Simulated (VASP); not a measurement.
# Mn (P6/mmm) in VASP: notebook

Mn is run at these levels: revPBE; tasks: single point.

Everything below comes from runs of VASP 6.6.1. Logs are shortened: lines on timing, memory, paths and dates and some standing lists are left out, and cuts for length are marked.

## (1) The cell of the first run

The structure is hexagonal, space group P6/mmm (No. 191). Conventional cell: a = 3.873 Å, b = 3.873 Å, c = 2.428 Å, α = 90.00°, β = 90.00°, γ = 120.00°. Mn (site symmetry 6/mmm) has 14 Mn at 2.43 to 2.54 Å within 3.2 Å. Within 3.0 Å of Mn (site symmetry -6m2) lie 11 Mn at 2.24 to 2.54 Å.

## (2) Single point, revPBE (volume scaled by 0.96)

Contents of INCAR:

```
ALGO = Normal
EDIFF = 1E-6
ENCUT = 520
GGA = RE
ISIF = 2
ISMEAR = -1
LASPH = True
LCHARG = False
LREAL = False
LWAVE = False
NBANDS = 26
NELM = 80
PREC = Accurate
SIGMA = 0.1
```

Contents of KPOINTS:

```
k-points
0
Gamma
  10 10 14
```

Contents of POSCAR:

```
Mn
1.0
    3.8730068437      0.0000000000      0.0000000000
   -1.9365034218      3.3541223157      0.0000000000
    0.0000000000      0.0000000000      2.4281059740
Mn
3
Direct
    0.0000000000      0.0000000000      0.0000000000
    0.3333333333      0.6666666667      0.5000000000
    0.6666666667      0.3333333333      0.5000000000
```

Potentials or basis: VASP PAW PBE potentials, release 64 (Mn_pv).

The run is started by

```sh
cat potpaw_PBE.64/Mn_pv/POTCAR > POTCAR
mpirun -np 1 vasp_std > vasp.out
```

OUTCAR:

```text
EDIFF = 1E-6
   ENCUT = 520
   GGA = RE
   ISIF = 2
   ISMEAR = -1
   LASPH = True
   LREAL = False
   NELM = 80
   PREC = Accurate

 ion  position               nearest neighbor table
   1  0.000  0.000  0.000-   2 2.54   3 2.54   2 2.54   3 2.54   2 2.54   2 2.54   3 2.54   3 2.54
                             3 2.54   3 2.54   2 2.54   2 2.54
   2  0.333  0.667  0.500-   3 2.24   3 2.24   3 2.24   1 2.54   1 2.54   1 2.54   1 2.54   1 2.54
                             1 2.54
   3  0.667  0.333  0.500-   2 2.24   2 2.24   2 2.24   1 2.54   1 2.54   1 2.54   1 2.54   1 2.54
                             1 2.54

  LATTYP: Found a hexagonal cell.
 ALAT       =     3.8730068437
 C/A-ratio  =     0.6269304631

  Lattice vectors:

 A1 = (   3.8730068437,   0.0000000000,   0.0000000000)
 A2 = (  -1.9365034218,   3.3541223157,   0.0000000000)
 A3 = (   0.0000000000,   0.0000000000,   2.4281059740)

Analysis of symmetry for initial positions (statically):
=====================================================================
 Subroutine PRICEL returns:
 Original cell was already a primitive cell.

 Routine SETGRP: Setting up the symmetry group for a
 hexagonal supercell.

 Subroutine GETGRP returns: Found 24 space group operations
 (whereof 24 operations were pure point group operations)
 out of a pool of 24 trial point group operations.

The static configuration has the point symmetry D_6h.

Analysis of symmetry for dynamics (positions and initial velocities):
=====================================================================
 Subroutine PRICEL returns:
 Original cell was already a primitive cell.

 Routine SETGRP: Setting up the symmetry group for a
 hexagonal supercell.

 Subroutine GETGRP returns: Found 24 space group operations
 (whereof 24 operations were pure point group operations)
 out of a pool of 24 trial point group operations.

The dynamic configuration has the point symmetry D_6h.

 Subroutine INISYM returns: Found 24 space group operations
 (whereof 24 operations are pure point group operations),
 and found     1 'primitive' translations

----------------------------------------------------------------------------------------

                                     Primitive cell

  volume of cell :      31.5424

  direct lattice vectors                    reciprocal lattice vectors
     3.873006844  0.000000000  0.000000000     0.258197323  0.149070294  0.000000000
    -1.936503422  3.354122316  0.000000000     0.000000000  0.298140588  0.000000000
     0.000000000  0.000000000  2.428105974     0.000000000  0.000000000  0.411843639

  length of vectors
     3.873006844  3.873006844  2.428105974     0.298140588  0.298140588  0.411843639

  position of ions in fractional coordinates (direct lattice)
     0.000000000  0.000000000  0.000000000
     0.333333333  0.666666667  0.500000000
     0.666666667  0.333333333  0.500000000

  ion indices of the primitive-cell ions
   primitive index   ion index
                 1           1
                 2           2
                 3           3

----------------------------------------------------------------------------------------

 KPOINTS: k-points

Automatic generation of k-mesh.
 Grid dimensions read from file:
 generate k-points for:   10   10   14

 Generating k-lattice:

  Cartesian coordinates                     Fractional coordinates (reciprocal lattice)
     0.025819732  0.014907029  0.000000000     0.100000000  0.000000000  0.000000000
     0.000000000  0.029814059  0.000000000     0.000000000  0.100000000  0.000000000
     0.000000000  0.000000000  0.029417403     0.000000000  0.000000000  0.071428571

  Length of vectors
     0.029814059  0.029814059  0.029417403

  Shift w.r.t. Gamma in fractional coordinates (k-lattice)
     0.000000000  0.000000000  0.000000000

 Subroutine IBZKPT returns following result:
 ===========================================

 Found    112 irreducible k-points:

 Following reciprocal coordinates:
            Coordinates               Weight
  0.000000  0.000000  0.000000      1.000000
  0.100000  0.000000  0.000000      6.000000
  0.200000  0.000000  0.000000      6.000000
  0.300000  0.000000  0.000000      6.000000
  0.400000  0.000000  0.000000      6.000000
  0.500000  0.000000  0.000000      3.000000
[... 16 lines left out ...]
  0.300000  0.100000  0.071429     24.000000
  0.400000  0.100000  0.071429     24.000000
 [... further k-points ...]
   k-points           NKPTS =    112   k-points in BZ     NKDIM =    112   number of bands    NBANDS=     26
   number of dos      NEDOS =    301   number of ions     NIONS =      3
   total plane-waves  NPLWV =  16200
   dimension x,y,z NGX =    30 NGY =   30 NGZ =   18
   dimension x,y,z NGXF=    60 NGYF=   60 NGZF=   36
   ions per type =               3
   NGX,Y,Z   is equivalent  to a cutoff of  12.88, 12.88, 12.32 a.u.
   NGXF,Y,Z  is equivalent  to a cutoff of  25.75, 25.75, 24.65 a.u.
 SYSTEM =  unknown system
   PREC   = accura    normal or accurate (medium, high low for compatibility)
   ISTART =      0    job   : 0-new  1-cont  2-samecut
   ICHARG =      2    charge: 1-file 2-atom 10-const
   ISPIN  =      1    spin polarized calculation?
   LNONCOLLINEAR =      F non collinear calculations
   LSORBIT =      F    spin-orbit coupling
   LASPH  =      T    aspherical Exc in radial PAW
   ENCUT  =  520.0 eV  38.22 Ry    6.18 a.u.   7.20  7.20  4.51*2*pi/ulx,y,z
   NELM   =     80;   NELMIN=  2; NELMDL= -5     # of ELM steps
   EDIFF  = 0.1E-05   stopping-criterion for ELM
   LREAL  =      F    real-space projection
   EDIFFG = 0.1E-04   stopping-criterion for IOM
   NSW    =      0    number of steps for IOM
   IBRION =     -1    ionic relax: 0-MD 1-quasi-New 2-CG
   NFREE  =      0    steps in history (QN), initial steepest desc. (CG)
   ISIF   =      2    stress and relaxation
   ISYM   =      2    0-nonsym 1-usesym 2-fastsym
   POTIM  = 0.5000    time-step for ionic-motion
   TEBEG  =    0.0;   TEEND  =   0.0 temperature during run
   PSTRESS=    0.0 pullay stress
   NELECT =      39.0000    total number of electrons
   NUPDOWN=      -1.0000    fix difference up-down
   EMIN   =  10.00;   EMAX   =-10.00  energy-range for DOS
   EFERMI =   0.00;   METHOD = LEGACY
   ISMEAR =    -1;   SIGMA  =   0.10  broadening in eV -4-tet -1-fermi 0-gaus
   EFERMI_NEDOS =   21; number of points for ismear=-14 and -15
   IALGO  =     38    algorithm
   IMIX   =      4    mixing-type and parameters
     AMIX     =   0.40;   BMIX     =  1.00
     AMIX_MAG =   1.60;   BMIX_MAG =  1.00
  volume/ion in A,a.u.               =      10.51        70.95
  Fermi-wavevector in a.u.,A,eV,Ry     =   1.757107  3.320450 42.006947  3.087423
  Thomas-Fermi vector in A             =   2.826526
   LORBIT       =      0    0 simple, 1 ext, 2 COOP (PROOUT), +10 PAW based schemes
   GGA     = RE    functional components
   LHFCALC =     F    Hartree Fock is set to
   AEXX    =    0.0000 exact exchange contribution
   IVDW    =     0    specifies the selected vdW correction
   LEPSILON=     F    determine dielectric tensor
   LRPA    =     F    only Hartree local field effects (RPA)
 non-spin polarized calculation
  energy-cutoff  :      520.00
  volume of cell :       31.54
 maximum number of plane-waves:       871
 NGX is ok and might be reduce to    30
   NGX = 15   NGY = 15   NGZ =  9

 number of electron      39.0000080 magnetization

 Free energy of the ion-electron system (eV)
  ---------------------------------------------------
  ext. energy  EPLUGINS =         0.00000000
  ---------------------------------------------------
  free energy    TOTEN  =       -25.41796653 eV

  energy without entropy =      -25.30850114  energy(sigma->0) =      -25.36323384

 E-fermi :  10.8402     XC(G=0): -14.0490

 val. band max:       10.8265311069   @ k =   0.2000   0.0000   0.2143
 cond. band min:      10.8469154457   @ k =   0.5000   0.0000   0.5000
 fundamental gap:      0.0203843388
 Fermi energy:        10.8401631824

 k-point     1 :       0.0000    0.0000    0.0000
  band No.  band energies     occupation
      1     -37.4908      2.00000
      2     -37.4908      2.00000
      3     -37.1426      2.00000
      4     -37.1426      2.00000
      5     -37.0105      2.00000
      6     -36.8143      2.00000
[... 18 lines left out ...]
     25      12.8440      0.00000
     26      19.7688      0.00000

 k-point     2 :       0.1000    0.0000    0.0000
  band No.  band energies     occupation
      1     -37.5123      2.00000
      2     -37.4944      2.00000
      3     -37.1161      2.00000
      4     -37.1108      2.00000
      5     -37.0046      2.00000
      6     -36.8175      2.00000
[... 18 lines left out ...]
     25      12.8248      0.00000
     26      17.8975      0.00000

 k-point     3 :       0.2000    0.0000    0.0000
  band No.  band energies     occupation
      1     -37.5587      2.00000
      2     -37.4887      2.00000
      3     -37.0547      2.00000
      4     -37.0370      2.00000
      5     -36.9879      2.00000
      6     -36.8270      2.00000
[... 18 lines left out ...]
     25      12.7661      0.00000
     26      16.0645      0.00000

 k-point     4 :       0.3000    0.0000    0.0000
  band No.  band energies     occupation
      1     -37.6049      2.00000
      2     -37.4526      2.00000
      3     -36.9846      2.00000
      4     -36.9627      2.00000
      5     -36.9580      2.00000
      6     -36.9124      2.00000
[... 18 lines left out ...]
     25      12.6648      0.00000
     26      14.5087      0.00000
[... 496 lines left out ...]
      1     -37.5741      2.00000
      2     -37.4761      2.00000
      3     -37.0187      2.00000
      4     -36.9986      2.00000
      5     -36.9656      2.00000
      6     -36.8838      2.00000
[... 18 lines left out ...]
     25      12.6825      0.00000
     26      15.2573      0.00000

 k-point    23 :       0.3000    0.1000    0.0714
  band No.  band energies     occupation
      1     -37.6073      2.00000
      2     -37.4259      2.00000
      3     -37.0125      2.00000
      4     -36.9733      2.00000
      5     -36.9377      2.00000
      6     -36.9091      2.00000
[... 18 lines left out ...]
     25      12.6068      0.00000
     26      13.8963      0.00000

 k-point    24 :       0.4000    0.1000    0.0714
  band No.  band energies     occupation
      1     -37.6263      2.00000
      2     -37.3574      2.00000
      3     -37.1169      2.00000
      4     -36.9489      2.00000
      5     -36.9064      2.00000
      6     -36.8882      2.00000
[... 18 lines left out ...]
     25      12.7411      0.00000
     26      12.9800      0.00000

 [... further k-points ...]

------------------------ aborting loop because EDIFF is reached ----------------------------------------

  FORCE on cell =-STRESS in cart. coord.  units (eV):
  Direction    XX          YY          ZZ          XY          YZ          ZX
  --------------------------------------------------------------------------------------
  -------------------------------------------------------------------------------------
  Total        2.3872178      2.3872178      2.1993719      0.0000000     -0.0000000     -0.0000000
  in kB      121.2572838    121.2572838    111.7157646      0.0000000     -0.0000000     -0.0000000
  external PRESSURE =     118.0767774 kB  Pullay stress =       0.0000000 kB

 VOLUME and BASIS-vectors are now :
 -----------------------------------------------------------------------------
  energy-cutoff  :      520.00
  volume of cell :       31.54
      direct lattice vectors                 reciprocal lattice vectors
     3.873006844  0.000000000  0.000000000     0.258197323  0.149070294  0.000000000
    -1.936503422  3.354122316  0.000000000     0.000000000  0.298140588  0.000000000
     0.000000000  0.000000000  2.428105974     0.000000000  0.000000000  0.411843639

 POSITION                                       TOTAL-FORCE (eV/Angst)
 -----------------------------------------------------------------------------------
      0.00000      0.00000      0.00000         0.000000      0.000000      0.000000
     -0.00000      2.23608      1.21405         0.000000      0.000000      0.000000
      1.93650      1.11804      1.21405         0.000000      0.000000      0.000000
 -----------------------------------------------------------------------------------
    total drift:                               -0.000000      0.000000      0.000000

  FREE ENERGIE OF THE ION-ELECTRON SYSTEM (eV)
  ---------------------------------------------------
  free  energy   TOTEN  =       -25.4179665268 eV

  energy  without entropy=      -25.3085011442  energy(sigma->0) =      -25.36323384
```

It took 40 s on 1 thread of Intel Xeon 6975P-C (Granite Rapids), shared host; peak memory 0.19 GiB.

Results:

* Free energy: -25.4180 eV
* Pressure: 11.8 GPa

Stress tensor (GPa, compression positive):
```
12.13  0.00  0.00
 0.00 12.13  0.00
 0.00  0.00 11.17
```

Caveat: the cell differs from its parent crystal (volume scaled by 0.96); the PAW data sets were made with another functional, which shifts forces and pressure a little; the run has no spin polarisation, though such a crystal can be magnetic.

## (3) Single point, revPBE

This run uses another cell than the first one, of 10.95 Å³/atom, 1.042 times its volume.

Contents of INCAR:

```
ALGO = Normal ; EDIFF = 1E-7
ENCUT = 520 ; GGA = RE
ISIF = 2 ; ISMEAR = -1
LASPH = T ; LCHARG = F
LREAL = F ; LWAVE = F
NBANDS = 26 ; NELM = 100
PREC = Accurate ; SIGMA = 0.1
```

KPOINTS is that of step 2.

Contents of POSCAR:

```
Mn
1.0
    3.9260683256      0.0000000000      0.0000000000
   -1.9630341628      3.4000749070      0.0000000000
    0.0000000000      0.0000000000      2.4613718334
Mn
3
Direct
    0.0000000000      0.0000000000      0.0000000000
    0.3333333333      0.6666666667      0.5000000000
    0.6666666667      0.3333333333      0.5000000000
```

Potentials or basis: VASP PAW PBE potentials, release 64 (Mn_pv).

The run is started by

```sh
cat potpaw_PBE.64/Mn_pv/POTCAR > POTCAR
mpirun -np 1 vasp_std > vasp.out
```

OUTCAR:

```text
EDIFF = 1E-7
   ENCUT = 520
   GGA = RE
   ISIF = 2
   ISMEAR = -1
   LASPH = T
   LREAL = F
   NELM = 100
   PREC = Accurate

 ion  position               nearest neighbor table
   1  0.000  0.000  0.000-   2 2.58   3 2.58   2 2.58   3 2.58   3 2.58   3 2.58   2 2.58   2 2.58
                             3 2.58   3 2.58   2 2.58   2 2.58
   2  0.333  0.667  0.500-   3 2.27   3 2.27   3 2.27   1 2.58   1 2.58   1 2.58   1 2.58   1 2.58
                             1 2.58
   3  0.667  0.333  0.500-   2 2.27   2 2.27   2 2.27   1 2.58   1 2.58   1 2.58   1 2.58   1 2.58
                             1 2.58

  LATTYP: Found a hexagonal cell.
 ALAT       =     3.9260683256
 C/A-ratio  =     0.6269304631

  Lattice vectors:

 A1 = (   3.9260683256,   0.0000000000,   0.0000000000)
 A2 = (  -1.9630341628,   3.4000749070,   0.0000000000)
 A3 = (   0.0000000000,   0.0000000000,   2.4613718334)

Analysis of symmetry for initial positions (statically):
=====================================================================
 Subroutine PRICEL returns:
 Original cell was already a primitive cell.

 Routine SETGRP: Setting up the symmetry group for a
[... 168 lines left out ...]
  energy without entropy =      -25.34893384  energy(sigma->0) =      -25.40724301

 E-fermi :  10.2616     XC(G=0): -13.8017

 val. band max:       10.2510329119   @ k =   0.3000   0.1000   0.5000
 cond. band min:      10.2730999388   @ k =   0.0000   0.0000   0.0714
 fundamental gap:      0.0220670269
 Fermi energy:        10.2615940545

 k-point     1 :       0.0000    0.0000    0.0000
  band No.  band energies     occupation
      1     -38.0116      2.00000
      2     -38.0116      2.00000
      3     -37.6989      2.00000
      4     -37.6989      2.00000
      5     -37.5948      2.00000
      6     -37.4235      2.00000
[... 685 lines left out ...]
     25      12.0548      0.00000
     26      12.2826      0.00000

 [... further k-points ...]

------------------------ aborting loop because EDIFF is reached ----------------------------------------

  FORCE on cell =-STRESS in cart. coord.  units (eV):
  Direction    XX          YY          ZZ          XY          YZ          ZX
  --------------------------------------------------------------------------------------
  -------------------------------------------------------------------------------------
  Total        0.0235156      0.0235156     -0.0076337     -0.0000000     -0.0000000      0.0000000
  in kB        1.1466819      1.1466819     -0.3722398     -0.0000000     -0.0000000      0.0000000
  external PRESSURE =       0.6403747 kB  Pullay stress =       0.0000000 kB

 VOLUME and BASIS-vectors are now :
 -----------------------------------------------------------------------------
  energy-cutoff  :      520.00
  volume of cell :       32.86
      direct lattice vectors                 reciprocal lattice vectors
     3.926068326  0.000000000  0.000000000     0.254707742  0.147055584  0.000000000
    -1.963034163  3.400074907  0.000000000     0.000000000  0.294111167  0.000000000
     0.000000000  0.000000000  2.461371833     0.000000000  0.000000000  0.406277502

 POSITION                                       TOTAL-FORCE (eV/Angst)
 -----------------------------------------------------------------------------------
      0.00000      0.00000      0.00000        -0.000000      0.000000      0.000000
     -0.00000      2.26672      1.23069        -0.000000      0.000000      0.000000
      1.96303      1.13336      1.23069         0.000000     -0.000000      0.000000
 -----------------------------------------------------------------------------------
    total drift:                               -0.000000      0.000000      0.000000

  FREE ENERGIE OF THE ION-ELECTRON SYSTEM (eV)
  ---------------------------------------------------
  free  energy   TOTEN  =       -25.4655521837 eV

  energy  without entropy=      -25.3489338394  energy(sigma->0) =      -25.40724301
```

stdout:

```text
POSCAR found type information on POSCAR Mn
 POSCAR found :  1 types and       3 ions
 scaLAPACK will be used
 -----------------------------------------------------------------------------
|                                                                             |
|                                                                             |
|     You enforced a specific xc type in the INCAR file but a different       |
|     I HOPE YOU KNOW WHAT YOU ARE DOING!                                     |
|                                                                             |
 -----------------------------------------------------------------------------

 LDA part: xc-table for (Slater+PW92), standard interpolation
 POSCAR, INCAR and KPOINTS ok, starting setup
 FFT: planning ... GRIDC
 FFT: planning ... GRID_SOFT
 FFT: planning ... GRID
 WAVECAR not read
 entering main loop
```

Wall time 44 s (1 thread of Intel Xeon 6975P-C (Granite Rapids), shared host); peak memory 0.19 GiB.

Results:

```
Free energy : -25.4656 eV
Pressure    : 0.1 GPa
```

Levels at points of the mesh, in eV from the Fermi level:
```
           k point  band 15  band 16  band 17  band 18  band 19  band 20  band 21  band 22  band 23  band 24
(0.00, 0.00, 0.00)    -2.15    -1.68    -1.10    -0.53    -0.53    -0.08    -0.08     0.02     0.02     1.89
(0.50, 0.00, 0.00)    -2.27    -1.48    -1.11    -0.92     0.07     0.15     1.15     1.19     1.36     1.39
(0.00, 0.00, 0.50)    -2.87    -0.70    -0.70    -0.61    -0.61     1.34     1.34     1.72     1.72     2.32
(0.50, 0.00, 0.50)    -2.07    -1.31    -0.71    -0.62    -0.04     0.40     1.12     1.49     1.69     2.16
```

Caveat: the PAW data sets were made with another functional, which shifts forces and pressure a little; the run has no spin polarisation, though such a crystal can be magnetic.
